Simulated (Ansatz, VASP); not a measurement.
**BaTiO3 in VASP and in Ansatz**

Contents of POSCAR:

```
BaTiO3
1.0
    4.0267966000      4.0267966000      0.0000000000
    0.0000000000      4.0267966000      4.0451194400
    4.0267966000      0.0000000000      4.0451194400
Ba Ti O
2 2 6
Direct
    0.0000000000      0.0000000000      0.0000000000
    0.5000000000      0.5000000000      0.5000000000
    0.2590000000      0.2410000000      0.2410000000
    0.7590000000      0.7410000000      0.7410000000
    0.4920000000      0.0080000000      0.0080000000
    0.9920000000      0.5080000000      0.5080000000
    0.4925000000      0.5075000000      0.0075000000
    0.9925000000      0.0075000000      0.5075000000
    0.4925000000      0.0075000000      0.5075000000
    0.9925000000      0.5075000000      0.0075000000
```

The input INCAR.step1:

```
PREC = Accurate ; ENCUT = 520
ISMEAR = 0 ; SIGMA = 0.0396
LREAL = False ; LASPH = True
NELM = 100 ; NBANDS = 51
GGA = PE ; ALGO = Normal
EDIFF = 1E-4 ; LWAVE = True
LCHARG = False
```

The input INCAR.step2:

```
PREC = Accurate ; ENCUT = 520
EDIFF = 1E-6 ; ISMEAR = 0
SIGMA = 0.0396 ; LREAL = False
LASPH = True ; NELM = 100
ALGO = Normal ; ISIF = 2
LWAVE = False ; LCHARG = True
METAGGA = R2SCAN ; LMIXTAU = True
LELF = True ; LVHAR = True
NBANDS = 51 ; ISTART = 1
```

The input KPOINTS:

```
regular mesh
0
Gamma
  6 6 6
```

Input for Ansatz:

```yaml
crystal:
  lattice:
    - [4.0267966, 4.0267966, 0.0]
    - [0.0, 4.0267966, 4.04511944]
    - [4.0267966, 0.0, 4.04511944]
  atoms:
    - { symbol: Ba, position: [0.0, 0.0, 0.0] }
    - { symbol: Ba, position: [0.5, 0.5, 0.5] }
    - { symbol: Ti, position: [0.259, 0.241, 0.241] }
    - { symbol: Ti, position: [0.759, 0.741, 0.741] }
    - { symbol: O, position: [0.492, 0.008, 0.008] }
    - { symbol: O, position: [0.992, 0.508, 0.508] }
    - { symbol: O, position: [0.4925, 0.5075, 0.0075] }
    - { symbol: O, position: [0.9925, 0.0075, 0.5075] }
    - { symbol: O, position: [0.4925, 0.0075, 0.5075] }
    - { symbol: O, position: [0.9925, 0.5075, 0.0075] }
  symmetry: { tolerance: 0.0003 }
kpoints:
  mp_grid: { grid: [6, 6, 6], shift: [0, 0, 0] }
  band_path:
    path:
      - [0.0, 0.0, 0.0]
      - [0.5, 0.5, 0.0]
      - [1.0, 0.5, 0.5]
      - [0.0, 0.0, 0.0]
      - [0.0, 0.5, 0.5]
      - [0.5, 1.0, 0.5]
      - [1.0, 1.0, 1.0]
      - [0.0, 0.5, 0.5]
      - [0.5, 0.5, 0.0]
      - [0.5, 1.0, 0.5]
      - [1.0, 0.5, 0.5]
    npoints: 6
magnetization:
  spin_polarized: false
scf:
  occupations: { method: gaussian, width: 0.0396 }
  lower_state_search: "off"
  max_iter: 200
hamiltonian:
  pseudopotentials: { kind: paw }
  xc: r2scan
basis:
  ecutwfc: 500
  fft_grid_basis: typed
output:
  forces: true
  stress: true
  eigenvalues: true
  bader: true
  populations: true
  elf: true
  write_potential: true
  volumetric_format: npy
  dos:
    e_range: [-12, 8]
    de: 0.05
    projected: { site_lists: { Ba: [Ba], O: [O], Ti: [Ti] } }
checkpoint:
  read: saved_state
```

Alike in both runs: task single point; functional r2SCAN; k mesh 6 × 6 × 6; occupations gaussian, width 0.0396 eV; no spin polarisation.

|  | VASP | Ansatz |
| --- | --- | --- |
| version | VASP 6.6.1 | Ansatz 0.2.0 |
| potentials or method | VASP PAW PBE potentials, release 64 (Ba_sv, Ti_sv, O), cutoff 520 eV | PAW plane waves |
| valence electrons in the cell | 80 | 80 |

|  | VASP | Ansatz | Ansatz less VASP |
| --- | --- | --- | --- |
| gap on the k mesh at the Fermi level (eV) | 2.12 | 2.14 | +0.021 |
| pressure (GPa) | -2.1 | -3.9 | -1.83 |
| traceless stress, the component that is largest in VASP (GPa) | 0.96 | 0.88 | -0.082 |
| rms of the force components (eV/Å) | 0.149 | 0.174 | +0.0247 |

VASP's potentials were made for PBE, not for r2SCAN. Atom by atom the forces differ by 0.040 eV/Å (rms over components).

Neither program's run includes spin-orbit coupling.
